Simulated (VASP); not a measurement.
# BN (P6_3mc) in VASP: G0W0 quasiparticle levels with HSE06

Aim: the G0W0 quasiparticle levels of BN with HSE06.

Everything below comes from runs of VASP 6.6.1. Logs are shortened: lines on timing, memory, paths and dates and some standing lists are left out, and cuts for length are marked.

## Step 1: The cell of the first run

The structure is hexagonal, space group P6_3mc (No. 186). Conventional cell: a = 2.544 Å, b = 2.544 Å, c = 4.208 Å, α = 90.00°, β = 90.00°, γ = 120.00°. B (site symmetry 3m) has 4 N at 1.56 to 1.58 Å within 2.1 Å. Within 2.1 Å of N (site symmetry 3m) lie 4 B at 1.56 to 1.58 Å.

## Step 2: G0W0 quasiparticle levels, HSE06

Input file POSCAR:

```
BN
1.0
    2.5439493101      0.0000000000      0.0000000000
   -1.2719746550      2.2031247285      0.0000000000
    0.0000000000      0.0000000000      4.2078167837
B N
2 2
Direct
    0.6666666667      0.3333333333      0.0002035745
    0.3333333333      0.6666666667      0.5002035745
    0.6666666667      0.3333333333      0.3747964255
    0.3333333333      0.6666666667      0.8747964255
```

Input file INCAR.step1:

```
PREC     = Accurate       # precision mode
ENCUT    = 500            # plane-wave cutoff, eV
EDIFF    = 1E-5           # SCF threshold, eV
ISMEAR   = 0              # smearing method
SIGMA    = 0.02           # smearing width, eV
LREAL    = F              # projectors in reciprocal space
LASPH    = T              # aspherical terms in the spheres
NELM     = 100            # most SCF steps
ALGO     = Normal         # electronic algorithm
ISIF     = 2              # what is computed and relaxed
LWAVE    = T              # write WAVECAR
LCHARG   = F              # write CHGCAR
GGA      = PE             # functional
```

Input file INCAR.step2:

```
PREC     = Accurate       # precision mode
ENCUT    = 500            # plane-wave cutoff, eV
EDIFF    = 1E-8           # SCF threshold, eV
ISMEAR   = 0              # smearing method
SIGMA    = 0.01           # smearing width, eV
LREAL    = F              # projectors in reciprocal space
LASPH    = T              # aspherical terms in the spheres
NELM     = 100            # most SCF steps
ALGO     = Normal         # electronic algorithm
LWAVE    = T              # write WAVECAR
LCHARG   = F              # write CHGCAR
GGA      = PE             # functional
LHFCALC  = T              # exact exchange
HFSCREEN = 0.2            # screening, 1/A
PRECFOCK = Fast         
ISTART   = 1
```

Input file INCAR.step3:

```
PREC     = Accurate       # precision mode
ENCUT    = 500            # plane-wave cutoff, eV
EDIFF    = 1E-8           # SCF threshold, eV
ISMEAR   = 0              # smearing method
SIGMA    = 0.01           # smearing width, eV
LREAL    = F              # projectors in reciprocal space
LASPH    = T              # aspherical terms in the spheres
NELM     = 1              # most SCF steps
ALGO     = Exact          # electronic algorithm
LWAVE    = T              # write WAVECAR
LCHARG   = F              # write CHGCAR
GGA      = PE             # functional
LHFCALC  = T              # exact exchange
HFSCREEN = 0.2            # screening, 1/A
PRECFOCK = Fast         
ISTART   = 1            
NBANDS   = 137            # bands
LOPTICS  = T              # frequency-dependent dielectric function
```

Input file INCAR.step4:

```
PREC     = Accurate       # precision mode
ENCUT    = 500            # plane-wave cutoff, eV
EDIFF    = 1E-8           # SCF threshold, eV
ISMEAR   = 0              # smearing method
SIGMA    = 0.01           # smearing width, eV
LREAL    = F              # projectors in reciprocal space
LASPH    = T              # aspherical terms in the spheres
ALGO     = EVGW0          # electronic algorithm
LWAVE    = F              # write WAVECAR
LCHARG   = F              # write CHGCAR
GGA      = PE             # functional
LHFCALC  = T              # exact exchange
HFSCREEN = 0.2            # screening, 1/A
PRECFOCK = Fast         
ISTART   = 1            
NELMGW   = 1            
NBANDS   = 137            # bands
ENCUTGW  = 180.0          # cutoff of the response function
NOMEGA   = 48             # frequency points
NBANDSGW = 16
```

Input file KPOINTS:

```
Automatic mesh
0
Gamma
  6 6 4
```

Potentials or basis: VASP PAW PBE potentials, release 64 (B_GW, N_GW).

Started as:

```
$ cat potpaw_PBE.64/B_GW/POTCAR potpaw_PBE.64/N_GW/POTCAR > POTCAR
$ cp INCAR.step1 INCAR
$ mpirun -np 1 vasp_std > vasp.out
$ cp INCAR.step2 INCAR
$ mpirun -np 1 vasp_std > vasp.out
$ cp INCAR.step3 INCAR
$ mpirun -np 1 vasp_std > vasp.out
$ cp INCAR.step4 INCAR
$ mpirun -np 1 vasp_std > vasp.out
```

OUTCAR:

```text
PREC = Accurate
   ENCUT = 500
   EDIFF = 1E-8
   ISMEAR = 0
   LREAL = F
   LASPH = T
   GGA = PE
   LHFCALC = T
   HFSCREEN = 0.2
   PRECFOCK = Fast
   ISTART = 1
   NELMGW = 1
   ENCUTGW = 180.0

 ion  position               nearest neighbor table
   1  0.667  0.333  0.000-   4 1.56   4 1.56   4 1.56   3 1.58
   2  0.333  0.667  0.500-   3 1.56   3 1.56   3 1.56   4 1.58
   3  0.667  0.333  0.375-   2 1.56   2 1.56   2 1.56   1 1.58
   4  0.333  0.667  0.875-   1 1.56   1 1.56   1 1.56   2 1.58

  LATTYP: Found a hexagonal cell.
 ALAT       =     2.5439493101
 C/A-ratio  =     1.6540489887

  Lattice vectors:

 A1 = (   2.5439493101,   0.0000000000,   0.0000000000)
 A2 = (  -1.2719746550,   2.2031247285,   0.0000000000)
 A3 = (   0.0000000000,   0.0000000000,   4.2078167837)

Analysis of symmetry for initial positions (statically):
=====================================================================
 Subroutine PRICEL returns:
 Original cell was already a primitive cell.

 Routine SETGRP: Setting up the symmetry group for a
 hexagonal supercell.

 Subroutine GETGRP returns: Found 12 space group operations
 (whereof  6 operations were pure point group operations)
 out of a pool of 24 trial point group operations.

The static configuration has the point symmetry C_3v.
 The point group associated with its full space group is C_6v.

Analysis of symmetry for dynamics (positions and initial velocities):
=====================================================================
 Subroutine PRICEL returns:
 Original cell was already a primitive cell.

 Routine SETGRP: Setting up the symmetry group for a
 hexagonal supercell.

 Subroutine GETGRP returns: Found 12 space group operations
 (whereof  6 operations were pure point group operations)
 out of a pool of 24 trial point group operations.

The dynamic configuration has the point symmetry C_3v.
 The point group associated with its full space group is C_6v.

 Subroutine INISYM returns: Found 12 space group operations
 (whereof  6 operations are pure point group operations),
 and found     1 'primitive' translations

----------------------------------------------------------------------------------------

                                     Primitive cell

  volume of cell :      23.5833

  direct lattice vectors                    reciprocal lattice vectors
     2.543949310  0.000000000  0.000000000     0.393089593  0.226950383  0.000000000
    -1.271974655  2.203124729  0.000000000     0.000000000  0.453900765  0.000000000
     0.000000000  0.000000000  4.207816784     0.000000000  0.000000000  0.237652933

  length of vectors
     2.543949310  2.543949310  4.207816784     0.453900765  0.453900765  0.237652933

  position of ions in fractional coordinates (direct lattice)
     0.666666667  0.333333333  0.000203574
     0.333333333  0.666666667  0.500203574
     0.666666667  0.333333333  0.374796426
     0.333333333  0.666666667  0.874796426

  ion indices of the primitive-cell ions
   primitive index   ion index
                 1           1
                 2           2
                 3           3
                 4           4

----------------------------------------------------------------------------------------

 KPOINTS: Automatic mesh

Automatic generation of k-mesh.
 Grid dimensions read from file:
 generate k-points for:    6    6    4

 Generating k-lattice:

  Cartesian coordinates                     Fractional coordinates (reciprocal lattice)
     0.065514932  0.037825064  0.000000000     0.166666667 -0.000000000  0.000000000
     0.000000000  0.075650128  0.000000000     0.000000000  0.166666667  0.000000000
     0.000000000  0.000000000  0.059413233     0.000000000  0.000000000  0.250000000

  Length of vectors
     0.075650128  0.075650128  0.059413233

  Shift w.r.t. Gamma in fractional coordinates (k-lattice)
     0.000000000  0.000000000  0.000000000

 Subroutine IBZKPT returns following result:
 ===========================================

 Found     21 irreducible k-points:

 Following reciprocal coordinates:
            Coordinates               Weight
  0.000000  0.000000  0.000000      1.000000
  0.166667  0.000000  0.000000      6.000000
  0.333333 -0.000000  0.000000      6.000000
  0.500000 -0.000000  0.000000      3.000000
  0.166667  0.166667  0.000000      6.000000
  0.333333  0.166667  0.000000     12.000000
[... 13 lines left out ...]
  0.333333  0.166667  0.500000     12.000000
  0.333333  0.333333  0.500000      2.000000
   k-points           NKPTS =     21   k-points in BZ     NKDIM =    144   number of bands    NBANDS=    137
   number of dos      NEDOS =    301   number of ions     NIONS =      4
   total plane-waves  NPLWV =  12800
   dimension x,y,z NGX =    20 NGY =   20 NGZ =   32
   dimension x,y,z NGXF=    40 NGYF=   40 NGZF=   64
   ions per type =               2   2
   NGX,Y,Z   is equivalent  to a cutoff of  13.07, 13.07, 12.64 a.u.
   NGXF,Y,Z  is equivalent  to a cutoff of  26.14, 26.14, 25.29 a.u.
 SYSTEM =  unknown system
   PREC   = accura    normal or accurate (medium, high low for compatibility)
   ISTART =      1    job   : 0-new  1-cont  2-samecut
   ICHARG =      0    charge: 1-file 2-atom 10-const
   ISPIN  =      1    spin polarized calculation?
   LNONCOLLINEAR =      F non collinear calculations
   LSORBIT =      F    spin-orbit coupling
   LASPH  =      T    aspherical Exc in radial PAW
   ENCUT  =  500.0 eV  36.75 Ry    6.06 a.u.   4.64  4.64  7.67*2*pi/ulx,y,z
   NELM   =     60;   NELMIN=  2; NELMDL=  0     # of ELM steps
   EDIFF  = 0.1E-07   stopping-criterion for ELM
   LREAL  =      F    real-space projection
   EDIFFG = 0.1E-06   stopping-criterion for IOM
   NSW    =      0    number of steps for IOM
   IBRION =     -1    ionic relax: 0-MD 1-quasi-New 2-CG
   NFREE  =      0    steps in history (QN), initial steepest desc. (CG)
   ISIF   =      0    stress and relaxation
   ISYM   =      3    0-nonsym 1-usesym 2-fastsym
   POTIM  = 0.5000    time-step for ionic-motion
   TEBEG  =    0.0;   TEEND  =   0.0 temperature during run
   PSTRESS=    0.0 pullay stress
   NELECT =      16.0000    total number of electrons
   NUPDOWN=      -1.0000    fix difference up-down
   EMIN   =  10.00;   EMAX   =-10.00  energy-range for DOS
   EFERMI =   0.00;   METHOD = LEGACY
   ISMEAR =     0;   SIGMA  =   0.01  broadening in eV -4-tet -1-fermi 0-gaus
   EFERMI_NEDOS =   21; number of points for ismear=-14 and -15
   IALGO  =     38    algorithm
   IMIX   =      1    mixing-type and parameters
     AMIX     =   0.40;   BMIX     =  1.00
     AMIX_MAG =   1.60;   BMIX_MAG =  1.00
  volume/ion in A,a.u.               =       5.90        39.79
  Fermi-wavevector in a.u.,A,eV,Ry     =   1.438512  2.718393 28.154749  2.069316
  Thomas-Fermi vector in A             =   2.557470
   LORBIT       =      0    0 simple, 1 ext, 2 COOP (PROOUT), +10 PAW based schemes
   GGA     = PE    functional components
   LHFCALC =     T    Hartree Fock is set to
   PRECFOCK=fast      Normal, Fast or Accurate (Low or Medium for compatibility)
   ENCUT4O =  -1.0   cutoff for four orbital integrals eV
   NKREDX  =     1    reduce k-point grid by
   NKREDY  =     1    reduce k-point grid by
   NKREDZ  =     1    reduce k-point grid by
   AEXX    =    1.0000 exact exchange contribution
   HFSCREEN=    0.0000 screening length (either q_TF or 0.3 A-1)
   HFSCREENC=   0.2000 screening length for correlation (either q_TF or 0.3 A-1)
   ENCUTFOCK=  -1.0 apply spherical cutoff to Coloumb kernel
   IVDW    =     0    specifies the selected vdW correction
   LEPSILON=     F    determine dielectric tensor
   LRPA    =     F    only Hartree local field effects (RPA)
   LRPAFORCE           =     F    calculate RPA forces
   ENCUTGW             = 180.0    cutoff for response function in eV
   ENCUTGWSOFT         = 144.0    soft cutoff for Coulomb kernel in GW response function in eV
   ENCUTLF             =  -1.0    cutoff for local field effects
   NELMGW              =     1    number of iterations in solving QP/BSE equation
   NELMHF              =     1    number of iterations in the inner HF iteration
   NKREDLFX            =     1    NKREDLFY  =   1   NKREDLFZ  =   1
 non-spin polarized calculation
 Gauss-broadening in eV      SIGMA  =   0.01
  energy-cutoff  :      500.00
  volume of cell :       23.58
 maximum number of plane-waves:       609
 NGX is ok and might be reduce to    20
  NGX = 12; NGY = 12; NGZ = 20
 maximum number of plane-waves:       135

 QP shifts <psi_nk| G(iteration)W_0 |psi_nk>: iteration 1
 for sc-GW calculations column KS-energies equals QP-energies in previous step
 and V_xc(KS)=  KS-energies - (<T + V_ion + V_H > + <T+V_H+V_ion>^1  + <V_x>^1)

 k-point   1 :       0.0000    0.0000    0.0000
  band No.  KS-energies  QP-energies   sigma(KS)   V_xc(KS)     V^pw_x(r,r')   Z            occupation Imag(sigma)

      1     -15.5422     -15.7243     -18.5197     -18.2919     -26.5738       0.7991       2.0000       1.3661
      2     -11.0828     -11.1804     -19.4460     -19.3206     -26.8215       0.7781       2.0000       0.8409
      3      -5.1173      -5.6022     -16.9155     -16.3004     -21.7157       0.7883       2.0000       0.2479
      4       4.4675       4.0761     -18.8773     -18.4094     -21.7079       0.8365       2.0000       0.0955
      5       4.4675       4.0761     -18.8773     -18.4094     -21.7079       0.8365       2.0000       0.0955
      6       6.5062       6.1835     -19.3766     -18.9936     -21.7921       0.8425       2.0000       0.0846
[... 8 lines left out ...]
     15      20.6815      21.4320     -12.5146     -13.4108      -6.9016       0.8375       0.0000      -0.1264
     16      25.3538      25.9443     -13.9494     -14.6859      -7.2040       0.8018       0.0000      -0.2199

 k-point   2 :       0.1667    0.0000    0.0000
  band No.  KS-energies  QP-energies   sigma(KS)   V_xc(KS)     V^pw_x(r,r')   Z            occupation Imag(sigma)

      1     -14.8954     -15.0535     -18.5470     -18.3488     -26.5004       0.7972       2.0000       1.2861
      2     -10.5994     -10.7046     -19.5539     -19.4182     -26.8239       0.7752       2.0000       0.7782
      3      -4.4659      -4.9655     -16.9893     -16.3591     -21.6146       0.7929       2.0000       0.2244
      4       1.9007       1.4222     -18.2825     -17.7044     -21.5591       0.8277       2.0000       0.1150
      5       3.4461       3.0261     -18.5563     -18.0527     -21.5430       0.8340       2.0000       0.1016
      6       4.5994       4.2074     -19.1234     -18.6545     -21.9855       0.8360       2.0000       0.0969
[... 8 lines left out ...]
     15      22.4168      23.1760     -12.8871     -13.8046      -6.8975       0.8275       0.0000      -0.1482
     16      24.1482      24.6489     -12.4343     -13.0396      -6.4558       0.8271       0.0000      -0.1692
[... 348 lines left out ...]
      5       0.7480       0.2583     -17.8203     -17.2263     -21.2541       0.8245       2.0000       0.1244
      6       0.7480       0.2583     -17.8203     -17.2263     -21.2541       0.8245       2.0000       0.1244
[... 8 lines left out ...]
     15      25.3825      26.0498     -13.7805     -14.6100      -7.0628       0.8045       0.0000      -0.2107
     16      25.3825      26.0498     -13.7805     -14.6100      -7.0628       0.8045       0.0000      -0.2107

 k-point  21 :       0.3333    0.3333    0.5000
  band No.  KS-energies  QP-energies   sigma(KS)   V_xc(KS)     V^pw_x(r,r')   Z            occupation Imag(sigma)

      1      -9.6793      -9.7874     -19.8368     -19.6968     -26.9219       0.7718       2.0000       0.6778
      2      -9.6793      -9.7874     -19.8368     -19.6968     -26.9219       0.7718       2.0000       0.6778
      3      -2.9099      -3.4678     -17.7310     -17.0349     -22.1570       0.8015       2.0000       0.1896
      4      -2.9099      -3.4678     -17.7310     -17.0349     -22.1570       0.8015       2.0000       0.1896
      5      -1.5828      -2.0889     -17.0520     -16.4316     -20.8650       0.8157       2.0000       0.1527
      6      -1.5828      -2.0889     -17.0520     -16.4316     -20.8650       0.8157       2.0000       0.1527
[... 8 lines left out ...]
     15      25.9193      26.5774     -13.9142     -14.7393      -6.9454       0.7975       0.0000      -0.2312
     16      25.9193      26.5774     -13.9142     -14.7393      -6.9454       0.7975       0.0000      -0.2312
```

Wall time 22 min (1 thread of Intel Xeon 6975P-C (Granite Rapids), shared host); peak memory 0.57 GiB.

What came out:

* Quasiparticle gap: 7.23 eV
* Least direct quasiparticle gap: 10.85 eV
* Band gap of the starting levels on the mesh: 6.55 eV
* Least direct gap of the starting levels on the mesh: 9.99 eV

Caveat: the k points lie up to 0.48 Å⁻¹ apart; bands, screening cutoff and mesh are small and nothing is extrapolated, so the quasiparticle values aren't converged.
